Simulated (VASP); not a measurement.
# V (I4/mmm) in VASP: further runs

V is run at these levels: PBE; tasks: electric field gradients.

Program: VASP 6.6.1. These are calculated values, not measurements. Logs are shortened: lines on timing, memory, paths and dates and some standing lists are left out, and cuts for length are marked.

### Step 1. The cell of the first run

The structure is tetragonal, space group I4/mmm (No. 139). Conventional cell: a = 3.026 Å, b = 3.026 Å, c = 2.935 Å, α = 90.00°, β = 90.00°, γ = 90.00°. Within 3.4 Å of V (site symmetry 4/mmm) lie 14 V at 2.59 to 3.03 Å.

### Step 2. Electric field gradients, PBE, collinear spin, ferromagnetic start (zz strain of -3 %)

INCAR reads:

```
SYSTEM = V
PREC = Accurate
ENCUT = 520
EDIFF = 1E-8
ISMEAR = -1
SIGMA = 0.03
LREAL = .FALSE.
LASPH = .TRUE.
NELM = 150
ALGO = Normal
ISIF = 2
LWAVE = .FALSE.
LCHARG = .FALSE.
ISPIN = 2
MAGMOM = 1.5
LORBIT = 11
LMAXMIX = 4
GGA = PE
LEFG = .TRUE.
NBANDS = 16
```

KPOINTS reads:

```
Automatic mesh
0
G
  19 19 19
  0 0 0
```

POSCAR reads:

```
V
1.0
   -1.5130000000      1.5130000000      1.4676100000
    1.5130000000     -1.5130000000      1.4676100000
    1.5130000000      1.5130000000     -1.4676100000
V
1
Direct
    0.0000000000      0.0000000000      0.0000000000
```

Potentials or basis: VASP PAW PBE potentials, release 64 (V_sv).

Launch:

```
cat potpaw_PBE.64/V_sv/POTCAR > POTCAR
mpirun -np 1 vasp_std > vasp.out
```

OUTCAR:

```text
SYSTEM = V
   PREC = Accurate
   ENCUT = 520
   EDIFF = 1E-8
   ISMEAR = -1
   LREAL = .FALSE.
   LASPH = .TRUE.
   NELM = 150
   ISIF = 2
   ISPIN = 2
   LORBIT = 11
   GGA = PE

 ion  position               nearest neighbor table
   1  0.000  0.000  0.000-

  LATTYP: Found a body centered tetragonal cell.
 ALAT       =     3.0260000000
 C/A-ratio  =     0.9700000000

  Lattice vectors:

 A1 = (  -1.5130000000,   1.5130000000,   1.4676100000)
 A2 = (   1.5130000000,  -1.5130000000,   1.4676100000)
 A3 = (   1.5130000000,   1.5130000000,  -1.4676100000)

Analysis of symmetry for initial positions (statically):
=====================================================================
 Subroutine PRICEL returns:
 Original cell was already a primitive cell.

 Routine SETGRP: Setting up the symmetry group for a
 body centered tetragonal supercell.

 Subroutine GETGRP returns: Found 16 space group operations
 (whereof 16 operations were pure point group operations)
 out of a pool of 16 trial point group operations.

The static configuration has the point symmetry D_4h.

Analysis of symmetry for dynamics (positions and initial velocities):
=====================================================================
 Subroutine PRICEL returns:
 Original cell was already a primitive cell.

 Routine SETGRP: Setting up the symmetry group for a
 body centered tetragonal supercell.

 Subroutine GETGRP returns: Found 16 space group operations
 (whereof 16 operations were pure point group operations)
 out of a pool of 16 trial point group operations.

The dynamic configuration has the point symmetry D_4h.

Analysis of structural, dynamic, and magnetic symmetry:
=====================================================================
 Subroutine PRICEL returns:
 Original cell was already a primitive cell.

 Routine SETGRP: Setting up the symmetry group for a
 body centered tetragonal supercell.

 Subroutine GETGRP returns: Found 16 space group operations
 (whereof 16 operations were pure point group operations)
 out of a pool of 16 trial point group operations.

The overall configuration has the point symmetry D_4h.

 Subroutine INISYM returns: Found 16 space group operations
 (whereof 16 operations are pure point group operations),
 and found     1 'primitive' translations

----------------------------------------------------------------------------------------

                                     Primitive cell

  volume of cell :      13.4384

  direct lattice vectors                    reciprocal lattice vectors
    -1.513000000  1.513000000  1.467610000     0.000000000  0.330469266  0.340689965
     1.513000000 -1.513000000  1.467610000     0.330469266  0.000000000  0.340689965
     1.513000000  1.513000000 -1.467610000     0.330469266  0.330469266  0.000000000

  length of vectors
     2.594651636  2.594651636  2.594651636     0.474636270  0.474636270  0.467354118

  position of ions in fractional coordinates (direct lattice)
     0.000000000  0.000000000  0.000000000

  ion indices of the primitive-cell ions
   primitive index   ion index
                 1           1

----------------------------------------------------------------------------------------

 KPOINTS: Automatic mesh

Automatic generation of k-mesh.
 Grid dimensions read from file:
 generate k-points for:   19   19   19

 Generating k-lattice:

  Cartesian coordinates                     Fractional coordinates (reciprocal lattice)
     0.000000000  0.017393119  0.017931051     0.052631579  0.000000000  0.000000000
     0.017393119  0.000000000  0.017931051     0.000000000  0.052631579  0.000000000
     0.017393119  0.017393119  0.000000000     0.000000000  0.000000000  0.052631579

  Length of vectors
     0.024980856  0.024980856  0.024597585

  Shift w.r.t. Gamma in fractional coordinates (k-lattice)
[... 40 lines left out ...]
   NGX,Y,Z   is equivalent  to a cutoff of  12.81, 12.81, 12.81 a.u.
   NGXF,Y,Z  is equivalent  to a cutoff of  25.63, 25.63, 25.63 a.u.
 SYSTEM =  V
   PREC   = accura    normal or accurate (medium, high low for compatibility)
   ISTART =      0    job   : 0-new  1-cont  2-samecut
   ICHARG =      2    charge: 1-file 2-atom 10-const
   ISPIN  =      2    spin polarized calculation?
   LNONCOLLINEAR =      F non collinear calculations
   LSORBIT =      F    spin-orbit coupling
   LASPH  =      T    aspherical Exc in radial PAW
   ENCUT  =  520.0 eV  38.22 Ry    6.18 a.u.   4.82  4.82  4.82*2*pi/ulx,y,z
   NELM   =    150;   NELMIN=  2; NELMDL= -5     # of ELM steps
   EDIFF  = 0.1E-07   stopping-criterion for ELM
   LREAL  =      F    real-space projection
   EDIFFG = 0.1E-06   stopping-criterion for IOM
   NSW    =      0    number of steps for IOM
   IBRION =     -1    ionic relax: 0-MD 1-quasi-New 2-CG
   NFREE  =      0    steps in history (QN), initial steepest desc. (CG)
   ISIF   =      2    stress and relaxation
   ISYM   =      2    0-nonsym 1-usesym 2-fastsym
   POTIM  = 0.5000    time-step for ionic-motion
   TEBEG  =    0.0;   TEEND  =   0.0 temperature during run
   PSTRESS=    0.0 pullay stress
   NELECT =      13.0000    total number of electrons
   NUPDOWN=      -1.0000    fix difference up-down
   EMIN   =  10.00;   EMAX   =-10.00  energy-range for DOS
   EFERMI =   0.00;   METHOD = LEGACY
   ISMEAR =    -1;   SIGMA  =   0.03  broadening in eV -4-tet -1-fermi 0-gaus
   EFERMI_NEDOS =   21; number of points for ismear=-14 and -15
   IALGO  =     38    algorithm
   IMIX   =      4    mixing-type and parameters
     AMIX     =   0.40;   BMIX     =  1.00
     AMIX_MAG =   1.60;   BMIX_MAG =  1.00
  volume/ion in A,a.u.               =      13.44        90.69
  Fermi-wavevector in a.u.,A,eV,Ry     =   1.619098  3.059651 35.667374  2.621478
  Thomas-Fermi vector in A             =   2.713254
   LORBIT       =     11    0 simple, 1 ext, 2 COOP (PROOUT), +10 PAW based schemes
   GGA     = PE    functional components
   LHFCALC =     F    Hartree Fock is set to
   AEXX    =    0.0000 exact exchange contribution
   IVDW    =     0    specifies the selected vdW correction
   LEPSILON=     F    determine dielectric tensor
   LRPA    =     F    only Hartree local field effects (RPA)
 spin polarized calculation
  energy-cutoff  :      520.00
  volume of cell :       13.44
 maximum number of plane-waves:       376
   NGX =  9   NGY =  9   NGZ =  9

 number of electron      12.9999995 magnetization       0.0000111

 number of electron      12.9999995 magnetization      -0.0000032

 Free energy of the ion-electron system (eV)
  ---------------------------------------------------
  ext. energy  EPLUGINS =         0.00000000
  ---------------------------------------------------
  free energy    TOTEN  =        -8.99152558 eV

  energy without entropy =       -8.98636006  energy(sigma->0) =       -8.98894282

 E-fermi :   9.7361     XC(G=0): -12.9169

 val. band max:        9.7350656999   @ k =   0.2632   0.0000  -0.0000
 cond. band min:       9.7362875410   @ k =  -0.4211   0.4211   0.1053
 fundamental gap:      0.0012218411
 Fermi energy:         9.7360710275

 spin component 1

 k-point     1 :       0.0000    0.0000    0.0000
  band No.  band energies     occupation
      1     -53.9792      1.00000
      2     -27.2764      1.00000
      3     -27.2764      1.00000
      4     -27.2760      1.00000
      5       3.1447      1.00000
      6       9.9886      0.00022
[... 435 lines left out ...]
      5       5.1966      1.00000
      6       9.3198      1.00000
[... 8 lines left out ...]
     15      36.8894      0.00000
     16      37.2079      0.00000

 [... further k-points ...]

 spin component 2

 k-point     1 :       0.0000    0.0000    0.0000
  band No.  band energies     occupation
      1     -53.9792      1.00000
      2     -27.2764      1.00000
      3     -27.2764      1.00000
      4     -27.2760      1.00000
      5       3.1447      1.00000
      6       9.9886      0.00022
[... 435 lines left out ...]
      5       5.1966      1.00000
      6       9.3198      1.00000
[... 8 lines left out ...]
     15      36.8894      0.00000
     16      37.2079      0.00000

 [... further k-points ...]
[... 5 lines left out ...]
  --------------------------------------------------------------------------------------
  -------------------------------------------------------------------------------------
  Total       -0.0672590     -0.0672590      0.2480451      0.0000000      0.0000000     -0.0000000
  in kB       -8.0188539     -8.0188539     29.5728223      0.0000000      0.0000000     -0.0000000
  external PRESSURE =       4.5117048 kB  Pullay stress =       0.0000000 kB

 VOLUME and BASIS-vectors are now :
 -----------------------------------------------------------------------------
  energy-cutoff  :      520.00
  volume of cell :       13.44
      direct lattice vectors                 reciprocal lattice vectors
    -1.513000000  1.513000000  1.467610000     0.000000000  0.330469266  0.340689965
     1.513000000 -1.513000000  1.467610000     0.330469266  0.000000000  0.340689965
     1.513000000  1.513000000 -1.467610000     0.330469266  0.330469266  0.000000000

 POSITION                                       TOTAL-FORCE (eV/Angst)
 -----------------------------------------------------------------------------------
      0.00000      0.00000      0.00000        -0.000000      0.000000     -0.000000
 -----------------------------------------------------------------------------------
    total drift:                                0.000000     -0.000000     -0.000000

  FREE ENERGIE OF THE ION-ELECTRON SYSTEM (eV)
  ---------------------------------------------------
  free  energy   TOTEN  =        -8.9915255824 eV

  energy  without entropy=       -8.9863600605  energy(sigma->0) =       -8.98894282

 Electric field gradients (V/A^2)
---------------------------------------------------------------------
 ion       V_xx      V_yy      V_zz      V_xy      V_xz      V_yz
---------------------------------------------------------------------
   1       1.121     1.121    -2.242     0.002     0.003     0.003
---------------------------------------------------------------------

 Electric field gradients after diagonalization (V/A^2)
 (convention: |V_zz| > |V_xx| > |V_yy|)
----------------------------------------------------------------------
 ion       V_xx      V_yy      V_zz     asymmetry (V_yy - V_xx)/ V_zz
----------------------------------------------------------------------
   1       1.123     1.118    -2.242       0.002
----------------------------------------------------------------------

           NMR quadrupolar parameters

 Cq : quadrupolar parameter    Cq=e*Q*V_zz/h
 eta: asymmetry parameters     (V_yy - V_xx)/ V_zz
 Q  : nuclear electric quadrupole moment in mb (millibarn)
----------------------------------------------------------------------
 ion       Cq(MHz)       eta       Q (mb)
----------------------------------------------------------------------
   1      -0.005       0.002       1.000
----------------------------------------------------------------------

 total charge

# of ion       s       p       d       tot
------------------------------------------
    1        2.342   6.222   3.092  11.656

 magnetization (x)

# of ion       s       p       d       tot
------------------------------------------
    1        0.000  -0.000  -0.000  -0.000
```

It took 3.5 min on 1 thread of Intel Xeon Platinum 8259CL at 2.50GHz (Skylake/Cascade Lake), shared host; peak memory 0.27 GiB.

Results:

```
Free energy                                           : -8.9915 eV
Pressure                                              : 0.5 GPa
Net moment                                            : 0.00 μB per cell
Largest electric field gradient by atom               : V -2.2 V/Å²
Valence electrons inside the program's atomic spheres : V 11.66
```

Stress tensor (GPa, compression positive):
```
-0.80  0.00  0.00
 0.00 -0.80  0.00
 0.00  0.00  2.96
```

Levels at points of the mesh, in eV from the Fermi level:
Spin up:
| k point | band 3 | band 4 | band 5 | band 6 | band 7 | band 8 | band 9 | band 10 |
| --- | --- | --- | --- | --- | --- | --- | --- | --- |
| (0.00, 0.00, 0.00) | -37.01 | -37.01 | -6.59 | 0.25 | 0.50 | 0.50 | 2.28 | 2.57 |
Spin down:
| k point | band 2 | band 3 | band 4 | band 5 | band 6 | band 7 | band 8 | band 9 | band 10 | band 11 |
| --- | --- | --- | --- | --- | --- | --- | --- | --- | --- | --- |
| (0.00, 0.00, 0.00) | -37.01 | -37.01 | -37.01 | -6.59 | 0.25 | 0.50 | 0.50 | 2.28 | 2.57 | 20.30 |

Electric field gradients, principal values (V/Å²):
```csv
atom,least,middle,greatest (by size)
1 V,1.118,1.123,-2.242
```

Caveat: the cell differs from its parent crystal (zz strain of -3 %); the moments typed at the start vanished in this run; without QUAD_EFG the Cq values of the log hold for a quadrupole moment of 1 mb, not for the nuclei.

(Part 1 of 2 ends here.)
